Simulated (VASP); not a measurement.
# Cu in VASP: single point with PBE

Aim: the single point of Cu with PBE.

All numbers are computed with VASP 6.6.1; they aren't measurements. Logs are shortened: lines on timing, memory, paths and dates and some standing lists are left out, and cuts for length are marked.

**1. The cell of the first run**

The cell holds a slab with vacuum, 6 atoms: a = 2.567 Å, b = 2.567 Å, c = 26.478 Å, α = 90.00°, β = 90.00°, γ = 120.00°.

**2. Single point, PBE**

Contents of POSCAR:

```
Cu
1.0
    2.5665139635      0.0000000000      0.0000000000
   -1.2832569818      2.2226662916      0.0000000000
    0.0000000000      0.0000000000     26.4777000000
Cu
6
Direct
    0.1666666665      0.3333333335      0.3021401143
    0.5000000005      0.9999999995      0.3812840685
    0.8333333335      0.6666666665      0.4604280226
    0.1666666665      0.3333333335      0.5395719767
    0.5000000005      0.9999999995      0.6187159315
    0.8333333335      0.6666666665      0.6978598857
```

Contents of INCAR.step1:

```
  ALGO = Normal
  DIPOL = 0.5 0.5 0.500
  EDIFF = 1E-7
  ENCUT = 520
  GGA = PE
  IDIPOL = 3
  ISIF = 2
  ISMEAR = -1
  LASPH = T
  LCHARG = T
  LDIPOL = T
  LMAXMIX = 4
  LREAL = F
  LWAVE = F
  NBANDS = 42
  NELM = 80
  PREC = Accurate
  SIGMA = 0.1
```

Contents of KPOINTS.step1:

```
k-points
0
Gamma
  15 15 1
```

Contents of INCAR.step2:

```
  ALGO = Normal
  DIPOL = 0.5 0.5 0.500
  EDIFF = 1E-7
  ENCUT = 520
  GGA = PE
  ICHARG = 11
  IDIPOL = 3
  ISIF = 2
  ISMEAR = -5
  LASPH = T
  LCHARG = F
  LDIPOL = T
  LMAXMIX = 4
  LORBIT = 11
  LREAL = F
  LWAVE = F
  NEDOS = 1001
  NELM = 80
  PREC = Accurate
  SIGMA = 0.1
```

Contents of KPOINTS.step2:

```
k-points
0
Gamma
  23 23 1
```

Potentials or basis: VASP PAW PBE potentials, release 64 (Cu).

Launch:

```bash
> cat potpaw_PBE.64/Cu/POTCAR > POTCAR
> cp INCAR.step1 INCAR
> cp KPOINTS.step1 KPOINTS
> mpirun -np 1 vasp_std > vasp.out
> cp INCAR.step2 INCAR
> cp KPOINTS.step2 KPOINTS
> mpirun -np 1 vasp_std > vasp.out
```

OUTCAR:

```text
EDIFF = 1E-7
   ENCUT = 520
   GGA = PE
   ICHARG = 11
   ISIF = 2
   ISMEAR = -5
   LASPH = T
   LORBIT = 11
   LREAL = F
   NELM = 80
   PREC = Accurate

 ion  position               nearest neighbor table
   1  0.167  0.333  0.302-   2 2.57   2 2.57   2 2.57
   2  0.500  1.000  0.381-   3 2.57   3 2.57   3 2.57   1 2.57   1 2.57   1 2.57
   3  0.833  0.667  0.460-   2 2.57   4 2.57   2 2.57   4 2.57   2 2.57   4 2.57
   4  0.167  0.333  0.540-   3 2.57   3 2.57   3 2.57   5 2.57   5 2.57   5 2.57
   5  0.500  1.000  0.619-   6 2.57   6 2.57   6 2.57   4 2.57   4 2.57   4 2.57
   6  0.833  0.667  0.698-   5 2.57   5 2.57   5 2.57

  LATTYP: Found a hexagonal cell.
 ALAT       =     2.5665139635
 C/A-ratio  =    10.3166007965

  Lattice vectors:

 A1 = (   2.5665139635,   0.0000000000,   0.0000000000)
 A2 = (  -1.2832569818,   2.2226662916,   0.0000000000)
 A3 = (   0.0000000000,   0.0000000000,  26.4777000000)

Analysis of symmetry for initial positions (statically):
=====================================================================
 Subroutine PRICEL returns:
 Original cell was already a primitive cell.

 Routine SETGRP: Setting up the symmetry group for a
 hexagonal supercell.

 Subroutine GETGRP returns: Found 12 space group operations
 (whereof  4 operations were pure point group operations)
 out of a pool of 24 trial point group operations.

The static configuration has the point symmetry C_2h.
 The point group associated with its full space group is D_3d.

Analysis of symmetry for dynamics (positions and initial velocities):
=====================================================================
 Subroutine PRICEL returns:
 Original cell was already a primitive cell.

 Routine SETGRP: Setting up the symmetry group for a
 hexagonal supercell.

 Subroutine GETGRP returns: Found 12 space group operations
 (whereof  4 operations were pure point group operations)
 out of a pool of 24 trial point group operations.

The dynamic configuration has the point symmetry C_2h.
 The point group associated with its full space group is D_3d.

 Subroutine INISYM returns: Found 12 space group operations
 (whereof  4 operations are pure point group operations),
 and found     1 'primitive' translations

----------------------------------------------------------------------------------------

                                     Primitive cell

  volume of cell :     151.0421

  direct lattice vectors                    reciprocal lattice vectors
     2.566513963  0.000000000  0.000000000     0.389633571  0.224955047  0.000000000
    -1.283256982  2.222666292  0.000000000     0.000000000  0.449910094  0.000000000
     0.000000000  0.000000000 26.477700000     0.000000000  0.000000000  0.037767631

  length of vectors
     2.566513963  2.566513964 26.477700000     0.449910094  0.449910094  0.037767631

  position of ions in fractional coordinates (direct lattice)
     0.166666666  0.333333334  0.302140114
     0.500000001  0.999999999  0.381284069
     0.833333334  0.666666666  0.460428023
     0.166666666  0.333333334  0.539571977
     0.500000001  0.999999999  0.618715931
     0.833333334  0.666666666  0.697859886

  ion indices of the primitive-cell ions
   primitive index   ion index
                 1           1
                 2           2
                 3           3
                 4           4
                 5           5
                 6           6

----------------------------------------------------------------------------------------

 KPOINTS: k-points

Automatic generation of k-mesh.
 Grid dimensions read from file:
 generate k-points for:   23   23    1

 Generating k-lattice:

  Cartesian coordinates                     Fractional coordinates (reciprocal lattice)
     0.016940590  0.009780654  0.000000000     0.043478261 -0.000000000  0.000000000
     0.000000000  0.019561308  0.000000000     0.000000000  0.043478261  0.000000000
     0.000000000  0.000000000  0.037767631     0.000000000  0.000000000  1.000000000

  Length of vectors
     0.019561308  0.019561308  0.037767631

  Shift w.r.t. Gamma in fractional coordinates (k-lattice)
     0.000000000  0.000000000  0.000000000

 TETIRR: Found    276 inequivalent tetrahedra from     3174

 Subroutine IBZKPT returns following result:
 ===========================================

 Found     56 irreducible k-points:

 Following reciprocal coordinates:
            Coordinates               Weight
  0.000000  0.000000  0.000000      1.000000
  0.043478 -0.000000  0.000000      6.000000
  0.086957  0.000000  0.000000      6.000000
  0.130435 -0.000000  0.000000      6.000000
  0.173913 -0.000000  0.000000      6.000000
  0.217391  0.000000  0.000000      6.000000
[... 16 lines left out ...]
  0.478261  0.043478  0.000000      6.000000
  0.086957  0.086957  0.000000      6.000000
 [... further k-points ...]
   k-points           NKPTS =     56   k-points in BZ     NKDIM =     56   number of bands    NBANDS=     39
   number of dos      NEDOS =   1001   number of ions     NIONS =      6
   total plane-waves  NPLWV =  80000
   dimension x,y,z NGX =    20 NGY =   20 NGZ =  200
   dimension x,y,z NGXF=    40 NGYF=   40 NGZF=  400
   ions per type =               6
   NGX,Y,Z   is equivalent  to a cutoff of  12.95, 12.95, 12.56 a.u.
   NGXF,Y,Z  is equivalent  to a cutoff of  25.91, 25.91, 25.11 a.u.
 SYSTEM =  unknown system
   PREC   = accura    normal or accurate (medium, high low for compatibility)
   ISTART =      0    job   : 0-new  1-cont  2-samecut
   ICHARG =     11    charge: 1-file 2-atom 10-const
   ISPIN  =      1    spin polarized calculation?
   LNONCOLLINEAR =      F non collinear calculations
   LSORBIT =      F    spin-orbit coupling
   LASPH  =      T    aspherical Exc in radial PAW
   ENCUT  =  520.0 eV  38.22 Ry    6.18 a.u.   4.77  4.77 49.23*2*pi/ulx,y,z
   NELM   =     80;   NELMIN=  2; NELMDL=  0     # of ELM steps
   EDIFF  = 0.1E-06   stopping-criterion for ELM
   LREAL  =      F    real-space projection
   EDIFFG = 0.1E-05   stopping-criterion for IOM
   NSW    =      0    number of steps for IOM
   IBRION =     -1    ionic relax: 0-MD 1-quasi-New 2-CG
   NFREE  =      0    steps in history (QN), initial steepest desc. (CG)
   ISIF   =      2    stress and relaxation
   ISYM   =      2    0-nonsym 1-usesym 2-fastsym
   POTIM  = 0.5000    time-step for ionic-motion
   TEBEG  =    0.0;   TEEND  =   0.0 temperature during run
   PSTRESS=    0.0 pullay stress
   NELECT =      66.0000    total number of electrons
   NUPDOWN=      -1.0000    fix difference up-down
   EMIN   =  10.00;   EMAX   =-10.00  energy-range for DOS
   EFERMI =   0.00;   METHOD = LEGACY
   ISMEAR =    -5;   SIGMA  =   0.10  broadening in eV -4-tet -1-fermi 0-gaus
   EFERMI_NEDOS =   21; number of points for ismear=-14 and -15
   IALGO  =     38    algorithm
   IMIX   =      4    mixing-type and parameters
     AMIX     =   0.40;   BMIX     =  1.00
     AMIX_MAG =   1.60;   BMIX_MAG =  1.00
  volume/ion in A,a.u.               =      25.17       169.88
  Fermi-wavevector in a.u.,A,eV,Ry     =   1.242291  2.347590 20.997702  1.543288
  Thomas-Fermi vector in A             =   2.376652
   LORBIT       =     11    0 simple, 1 ext, 2 COOP (PROOUT), +10 PAW based schemes
   GGA     = PE    functional components
   LHFCALC =     F    Hartree Fock is set to
   AEXX    =    0.0000 exact exchange contribution
   IVDW    =     0    specifies the selected vdW correction
   LEPSILON=     F    determine dielectric tensor
   LRPA    =     F    only Hartree local field effects (RPA)
 non-spin polarized calculation
 Fermi weights with tetrahedron method with Bloechl corrections
  energy-cutoff  :      520.00
  volume of cell :      151.04
 maximum number of plane-waves:      4094
 NGX is ok and might be reduce to    20

 number of electron      65.9999995 magnetization

 dipolmoment           0.000000      0.000000     -0.000000 electrons x Angstroem

 Free energy of the ion-electron system (eV)
  ---------------------------------------------------
  ext. energy  EPLUGINS =         0.00000000
  ---------------------------------------------------
  free energy    TOTEN  =       -21.44642277 eV

  energy without entropy =      -21.44642277  energy(sigma->0) =      -21.44642277

 E-fermi :   1.0714     XC(G=0):  -6.6973

 val. band max:        1.0386242930   @ k =   0.2609  -0.0000   0.0000
 cond. band min:       1.0950713873   @ k =   0.3913   0.1304   0.0000
 fundamental gap:      0.0564470943
 Fermi energy:         1.0713976696

 k-point     1 :       0.0000    0.0000    0.0000
  band No.  band energies     occupation
      1      -8.0068      2.00000
      2      -7.3524      2.00000
      3      -6.3614      2.00000
      4      -5.1970      2.00000
      5      -4.2785      2.00000
      6      -3.9894      2.00000
[... 31 lines left out ...]
     38       5.2347      0.00000
     39       5.4541      0.00000

 k-point     2 :       0.0435   -0.0000    0.0000
  band No.  band energies     occupation
      1      -7.9463      2.00000
      2      -7.2933      2.00000
      3      -6.3045      2.00000
      4      -5.1436      2.00000
      5      -4.2311      2.00000
      6      -3.9494      2.00000
[... 913 lines left out ...]
     38       5.7174      0.00000
     39       6.4551      0.00000

 k-point    24 :       0.0870    0.0870    0.0000
  band No.  band energies     occupation
      1      -7.2942      2.00000
      2      -6.6582      2.00000
      3      -5.7013      2.00000
      4      -4.5924      2.00000
      5      -3.7541      2.00000
      6      -3.5492      2.00000
[... 31 lines left out ...]
     38       5.7330      0.00000
     39       6.1286      0.00000

 [... further k-points ...]

------------------------ aborting loop because EDIFF is reached ----------------------------------------

 vacuum level on the upper side and lower side of the slab       (xc-potential included)        -0.074        -0.074

  FORCE on cell =-STRESS in cart. coord.  units (eV):
  Direction    XX          YY          ZZ          XY          YZ          ZX
  --------------------------------------------------------------------------------------
  -------------------------------------------------------------------------------------
  Total        0.0507434      0.0507434      0.9357308     -0.0000000      0.0000000      0.0000000
  in kB        0.5382597      0.5382597      9.9257507     -0.0000000      0.0000000      0.0000000
  external PRESSURE =       3.6674234 kB  Pullay stress =       0.0000000 kB

 VOLUME and BASIS-vectors are now :
 -----------------------------------------------------------------------------
  energy-cutoff  :      520.00
  volume of cell :      151.04
      direct lattice vectors                 reciprocal lattice vectors
     2.566513963  0.000000000  0.000000000     0.389633571  0.224955047  0.000000000
    -1.283256982  2.222666292  0.000000000     0.000000000  0.449910094  0.000000000
     0.000000000  0.000000000 26.477700000     0.000000000  0.000000000  0.037767631

 POSITION                                       TOTAL-FORCE (eV/Angst)
 -----------------------------------------------------------------------------------
     -0.00000      0.74089      7.99998         0.000000      0.000000      0.058206
      0.00000      2.22267     10.09553         0.000000      0.000000     -0.033959
      1.28326      1.48178     12.19108        -0.000000     -0.000000     -0.021683
     -0.00000      0.74089     14.28662         0.000000      0.000000      0.021683
      0.00000      2.22267     16.38217         0.000000      0.000000      0.033959
      1.28326      1.48178     18.47772        -0.000000      0.000000     -0.058206
 -----------------------------------------------------------------------------------
    total drift:                                0.000010     -0.000006     -0.000067

  FREE ENERGIE OF THE ION-ELECTRON SYSTEM (eV)
  ---------------------------------------------------
  free  energy   TOTEN  =       -21.4464227717 eV

  energy  without entropy=      -21.4464227717  energy(sigma->0) =      -21.44642277

 vacuum level on the upper side and lower side of the slab         5.779         5.779

 total charge

# of ion       s       p       d       tot
------------------------------------------
    1        0.447   0.283   9.184   9.914
    2        0.440   0.367   9.180   9.987
    3        0.443   0.376   9.176   9.995
    4        0.443   0.376   9.176   9.995
    5        0.440   0.367   9.180   9.987
    6        0.447   0.283   9.184   9.914
--------------------------------------------------
tot          2.661   2.051  55.079  59.791
```

Wall time 18 min (1 thread of Intel Xeon 8259CL, shared host); peak memory 0.4 GiB.

Results:

```
Valence electrons inside the program's atomic spheres : Cu 9.91, 9.99 (each value once)
```

Levels at points of the mesh, in eV from the Fermi level:
| k point | band 30 | band 31 | band 32 | band 33 | band 34 | band 35 | band 36 | band 37 | band 38 | band 39 |
| --- | --- | --- | --- | --- | --- | --- | --- | --- | --- | --- |
| (0.00, 0.00, 0.00) | -1.86 | -1.86 | -1.65 | -1.65 | -1.61 | -1.61 | -0.83 | -0.33 | 4.16 | 4.38 |
